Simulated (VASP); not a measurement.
# Sn4HO8 (a cell with a defect) in VASP: further runs

The runs below take Sn4HO8 (a cell with a defect) through single point, with PBE.

All numbers are computed with VASP 6.6.1; they aren't measurements. Logs are shortened: lines on timing, memory, paths and dates and some standing lists are left out, and cuts for length are marked.

## 1. The cell of the first run

The cell holds a defect, 13 atoms: a = 5.813 Å, b = 5.813 Å, c = 5.813 Å, α = 108.08°, β = 108.08°, γ = 112.29°.

## 2. Single point, PBE

Input file INCAR:

```
  PREC = Accurate
  ENCUT = 520
  EDIFF = 1E-7
  ISMEAR = 0
  SIGMA = 0.02
  LREAL = False
  LASPH = True
  NELM = 60
  ALGO = Normal
  ISIF = 2
  LWAVE = False
  LCHARG = False
  GGA = PE
  NBANDS = 64
  NELECT = 104.0
```

Input file KPOINTS:

```
regular mesh
0
Gamma
  3 3 3
```

Input file POSCAR:

```
Sn4HO8
1.0
    0.0000000000      4.8271903470     -3.2381522497
    0.0000000000     -4.8271903470     -3.2381522497
   -4.8271903470      0.0000000000      3.2381522497
Sn O H
4 8 1
Direct
    0.2707600313      0.7546949566      0.5265680069
    0.7390413901      0.2460564798      0.4862111977
    0.0019401782      0.0060050687      0.9986966855
    0.4915785714      0.4956434619      0.9986964784
    0.5714152563      0.7759108177      0.8484390931
    0.0475883911      0.3065601552      0.8552614882
    0.9580124501      0.6834618514      0.1425877064
    0.4366587608      0.2263140412      0.1640855121
    0.4678741873      0.1893175315      0.6668135641
   -0.0236164467      0.6978268256      0.6668141856
    0.5355914721      0.8095549798      0.3403190846
    0.0296509822      0.3036144900      0.3403188774
   -0.0128755096      0.5328937289      0.0211315471
```

Potentials or basis: VASP PAW PBE potentials, release 64 (Sn_d, O, H).

Run with:

```console
cat potpaw_PBE.64/Sn_d/POTCAR potpaw_PBE.64/O/POTCAR potpaw_PBE.64/H/POTCAR > POTCAR
mpirun -np 1 vasp_std > vasp.out
```

OUTCAR:

```text
PREC = Accurate
   ENCUT = 520
   EDIFF = 1E-7
   ISMEAR = 0
   LREAL = False
   LASPH = True
   NELM = 60
   ISIF = 2
   GGA = PE
   NELECT = 104.0

 ion  position               nearest neighbor table
   1  0.271  0.755  0.527-   5 2.06  10 2.08   9 2.08  11 2.13  12 2.13   7 2.19   2 3.25   2 3.25
                             4 3.65   3 3.65   4 3.74   3 3.74
   2  0.739  0.246  0.486-   8 2.07  11 2.08  12 2.08   9 2.13  10 2.13   6 2.15   1 3.25   1 3.25
                             3 3.72   4 3.72
   3  0.002  0.006  0.999-   5 2.05   8 2.05  12 2.10  10 2.10   6 2.12   7 2.24   4 3.17   4 3.31
                             1 3.65   2 3.72   1 3.74
   4  0.492  0.496  0.999-   5 2.05   8 2.05  11 2.10   9 2.10   6 2.12   7 2.24   3 3.17   3 3.31
                             1 3.65   2 3.72   1 3.74
   5  0.571  0.776  0.848-   4 2.05   3 2.05   1 2.06
   6  0.048  0.307  0.855-   4 2.12   3 2.12   2 2.15
   7  0.958  0.683  0.143-  13 1.05   1 2.19   4 2.24   3 2.24
   8  0.437  0.226  0.164-   4 2.05   3 2.05   2 2.07
   9  0.468  0.189  0.667-   1 2.08   4 2.10   2 2.13
  10  0.976  0.698  0.667-   1 2.08   3 2.10   2 2.13
  11  0.536  0.810  0.340-   2 2.08   4 2.10   1 2.13
  12  0.030  0.304  0.340-   2 2.08   3 2.10   1 2.13
  13  0.987  0.533  0.021-   7 1.05

  LATTYP: Found a body centered tetragonal cell.
 ALAT       =     6.8266780569
 C/A-ratio  =     0.9486758340

  Lattice vectors:

 A1 = (   0.0000000000,   4.8271903470,  -3.2381522497)
 A2 = (   0.0000000000,  -4.8271903470,  -3.2381522497)
 A3 = (  -4.8271903470,   0.0000000000,   3.2381522497)

Analysis of symmetry for initial positions (statically):
=====================================================================
 Subroutine PRICEL returns:
 Original cell was already a primitive cell.

 Routine SETGRP: Setting up the symmetry group for a
 body centered tetragonal supercell.

 Subroutine GETGRP returns: Found  2 space group operations
 (whereof  1 operations were pure point group operations)
 out of a pool of 16 trial point group operations.

The static configuration has the point symmetry C_1 .
 The point group associated with its full space group is C_1h.

Analysis of symmetry for dynamics (positions and initial velocities):
=====================================================================
 Subroutine PRICEL returns:
 Original cell was already a primitive cell.

 Routine SETGRP: Setting up the symmetry group for a
 body centered tetragonal supercell.

 Subroutine GETGRP returns: Found  2 space group operations
[... 126 lines left out ...]
   ISMEAR =     0;   SIGMA  =   0.02  broadening in eV -4-tet -1-fermi 0-gaus
   EFERMI_NEDOS =   21; number of points for ismear=-14 and -15
   IALGO  =     38    algorithm
   IMIX   =      4    mixing-type and parameters
     AMIX     =   0.40;   BMIX     =  1.00
     AMIX_MAG =   1.60;   BMIX_MAG =  1.00
  volume/ion in A,a.u.               =      11.61        78.34
  Fermi-wavevector in a.u.,A,eV,Ry     =   1.446041  2.732621 28.450248  2.091034
  Thomas-Fermi vector in A             =   2.564154
   LORBIT       =      0    0 simple, 1 ext, 2 COOP (PROOUT), +10 PAW based schemes
   GGA     = PE    functional components
   LHFCALC =     F    Hartree Fock is set to
   AEXX    =    0.0000 exact exchange contribution
   IVDW    =     0    specifies the selected vdW correction
   LEPSILON=     F    determine dielectric tensor
   LRPA    =     F    only Hartree local field effects (RPA)
 non-spin polarized calculation
 Gauss-broadening in eV      SIGMA  =   0.02
  energy-cutoff  :      520.00
  volume of cell :      150.91
 maximum number of plane-waves:      4079
 NGX is ok and might be reduce to    48
   NGX = 21   NGY = 21   NGZ = 21

 number of electron     104.0000001 magnetization

 Free energy of the ion-electron system (eV)
  ---------------------------------------------------
  ext. energy  EPLUGINS =         0.00000000
  ---------------------------------------------------
  free energy    TOTEN  =       -85.41898121 eV

  energy without entropy =      -85.41898121  energy(sigma->0) =      -85.41898121

 E-fermi :   5.3811     XC(G=0): -10.9863

 val. band max:        5.2508465595   @ k =  -0.3333   0.3333   0.0000
 cond. band min:       6.3154034234   @ k =   0.0000   0.0000   0.0000
 fundamental gap:      1.0645568639
 Fermi energy:         5.3811326503

 k-point     1 :       0.0000    0.0000    0.0000
  band No.  band energies     occupation
      1     -15.3511      2.00000
      2     -15.1765      2.00000
      3     -14.9109      2.00000
      4     -14.6629      2.00000
      5     -14.6282      2.00000
      6     -14.5915      2.00000
[... 659 lines left out ...]
     63      15.6410      0.00000
     64      15.8115      0.00000

------------------------ aborting loop because EDIFF is reached ----------------------------------------

  FORCE on cell =-STRESS in cart. coord.  units (eV):
  Direction    XX          YY          ZZ          XY          YZ          ZX
  --------------------------------------------------------------------------------------
  -------------------------------------------------------------------------------------
  Total       -9.1506851    -14.7300676    -10.3901061     -3.9804043      0.0000000      0.0000000
  in kB      -97.1511807   -156.3864834   -110.3098908    -42.2592375      0.0000000      0.0000000
  external PRESSURE =    -121.2825183 kB  Pullay stress =       0.0000000 kB

 VOLUME and BASIS-vectors are now :
 -----------------------------------------------------------------------------
  energy-cutoff  :      520.00
  volume of cell :      150.91
      direct lattice vectors                 reciprocal lattice vectors
     0.000000000  4.827190347 -3.238152250    -0.103579922  0.103579922 -0.154409046
     0.000000000 -4.827190347 -3.238152250    -0.103579922 -0.103579922 -0.154409046
    -4.827190347  0.000000000  3.238152250    -0.207159844  0.000000000  0.000000000

 POSITION                                       TOTAL-FORCE (eV/Angst)
 -----------------------------------------------------------------------------------
     -2.54184     -2.33605     -1.61547        -0.041435      0.051867      0.000000
     -2.34703      2.37973     -1.61547        -0.015699      0.050007     -0.000000
     -4.82090     -0.01962      3.20820         0.055395     -0.031806     -0.058754
     -4.82090     -0.01962      0.03716         0.055395     -0.031806      0.058754
     -4.09558     -0.98714     -1.61547        -0.025631      0.037200     -0.000000
     -4.12851     -1.25011      1.62268         0.134133      0.162483     -0.000000
     -0.68830      1.32531     -4.85362        -0.075664     -0.094982     -0.000000
     -0.79207      1.01537     -1.61547        -0.027853      0.065213     -0.000000
     -3.21884      1.34465      0.03116        -0.031961      0.048555     -0.036349
     -3.21884      1.34465     -3.26210        -0.031961      0.048555      0.036349
     -1.64279     -1.32247     -3.25378         0.039574      0.020509      0.047430
     -1.64278     -1.32247      0.02284         0.039574      0.020509     -0.047430
     -0.10201      2.19266     -4.85362        -0.073866     -0.346303      0.000000
 -----------------------------------------------------------------------------------
    total drift:                                0.000328     -0.001154      0.010915

  FREE ENERGIE OF THE ION-ELECTRON SYSTEM (eV)
  ---------------------------------------------------
  free  energy   TOTEN  =       -85.4189812099 eV

  energy  without entropy=      -85.4189812099  energy(sigma->0) =      -85.41898121
```

stdout:

```text
POSCAR found type information on POSCAR SnO H
 POSCAR found :  3 types and      13 ions
 scaLAPACK will be used
 LDA part: xc-table for (Slater+PW92), standard interpolation
 POSCAR, INCAR and KPOINTS ok, starting setup
 FFT: planning ... GRIDC
 FFT: planning ... GRID_SOFT
 FFT: planning ... GRID
 WAVECAR not read
 entering main loop
 the old and the new charge density differ
 old charge density:   105.00000 new  104.00000
    0.211E+01
```

Run time: 4.6 min. Hardware: 1 thread of AMD EPYC 7R13, shared host; peak memory 0.33 GiB.

Results:

```
Free energy   : -85.4190 eV
Largest force : 0.354 eV/Å
```

Forces in eV/Å, atoms in the order of the input:
```
Sn  -0.041  0.052  0.000
Sn  -0.016  0.050  0.000
Sn   0.055 -0.032 -0.059
Sn   0.055 -0.032  0.059
O   -0.026  0.037  0.000
O    0.134  0.162  0.000
O   -0.076 -0.095  0.000
O   -0.028  0.065  0.000
O   -0.032  0.049 -0.036
O   -0.032  0.049  0.036
O    0.040  0.021  0.047
O    0.040  0.021 -0.047
H   -0.074 -0.346  0.000
```

Levels at points of the mesh, in eV from the Fermi level:
```
           k point  band 48  band 49  band 50  band 51  band 52  band 53  band 54  band 55  band 56  band 57
(0.00, 0.00, 0.00)    -0.57    -0.54    -0.29    -0.26    -0.17     0.93     4.43     4.59     5.74     6.39
```

Caveat: the k points lie up to 0.45 Å⁻¹ apart; the cell carries a net charge on a neutralising background, which shifts energy and pressure; the cell is charged against a uniform background, so pressure and absolute levels hang on convention; spin-orbit coupling is left out, which moves the levels of the heavy elements.

## 3. Single point, PBE

Input file INCAR:

```
ALGO = Normal
EDIFF = 1E-7
ENCUT = 520
GGA = PE
ISIF = 2
ISMEAR = 0
LASPH = True
LCHARG = True
LELF = True
LREAL = False
LVHAR = True
LWAVE = False
NBANDS = 64
NELECT = 104.0
NELM = 100
PREC = Accurate
SIGMA = 0.02
```

Input file KPOINTS:

```
k-points
0
Gamma
  3 3 3
```

Input file POSCAR:

```
Sn4HO8
1.0
    0.0000000000      4.8271903470     -3.2381522497
    0.0000000000     -4.8271903470     -3.2381522497
   -4.8271903470      0.0000000000      3.2381522497
Sn O H
4 8 1
Direct
    0.2609586390      0.7539435493      0.5137889376
    0.7292398942      0.2453049689      0.4734319212
   -0.0019401730     -0.0060050634      1.0013031707
    0.5084214603      0.5043565698      1.0013035850
    0.5633412683      0.7736859879      0.8359146232
    0.0419874754      0.3165380741      0.8574122217
    0.9524116888      0.6934399247      0.1447384399
    0.4285846692      0.2240891078      0.1515608351
    0.4644086078      0.1904453073      0.6596810507
   -0.0296509822      0.6963854381      0.6596810507
    0.5321258926      0.8106825484      0.3331863640
    0.0236164467      0.3021731025      0.3331857425
    0.0128754034      0.4671063002     -0.0211315471
```

Potentials or basis: VASP PAW PBE potentials, release 64 (Sn_d, O, H).

Run with:

```console
cat potpaw_PBE.64/Sn_d/POTCAR potpaw_PBE.64/O/POTCAR potpaw_PBE.64/H/POTCAR > POTCAR
mpirun -np 1 vasp_std > vasp.out
```

It took 5.2 min on 1 thread of AMD EPYC 7R13, shared host; peak memory 0.33 GiB.

Results (log left out):

| Property | Result |
| --- | --- |
| Free energy | -85.4190 eV |
| Largest force | 0.354 eV/Å |

Forces on the atoms (eV/Å):
```
Sn   0.016 -0.050  0.000
Sn   0.041 -0.052  0.000
Sn  -0.055  0.032  0.059
Sn  -0.055  0.032 -0.059
O    0.028 -0.065  0.000
O    0.076  0.095  0.000
O   -0.134 -0.162  0.000
O    0.026 -0.037  0.000
O   -0.040 -0.021 -0.047
O   -0.040 -0.021  0.047
O    0.032 -0.049  0.036
O    0.032 -0.049 -0.036
H    0.074  0.346  0.000
```

Levels at points of the mesh, in eV from the Fermi level:
| k point | band 49 | band 50 | band 51 | band 52 | band 53 | band 54 | band 55 | band 56 |
| --- | --- | --- | --- | --- | --- | --- | --- | --- |
| (0.00, 0.00, 0.00) | -0.55 | -0.29 | -0.26 | -0.17 | 0.93 | 4.43 | 4.59 | 5.74 |

Caveat: the k points lie up to 0.45 Å⁻¹ apart; the cell carries a net charge on a neutralising background, which shifts energy and pressure; the cell is charged against a uniform background, so pressure and absolute levels hang on convention; spin-orbit coupling is left out, which moves the levels of the heavy elements.
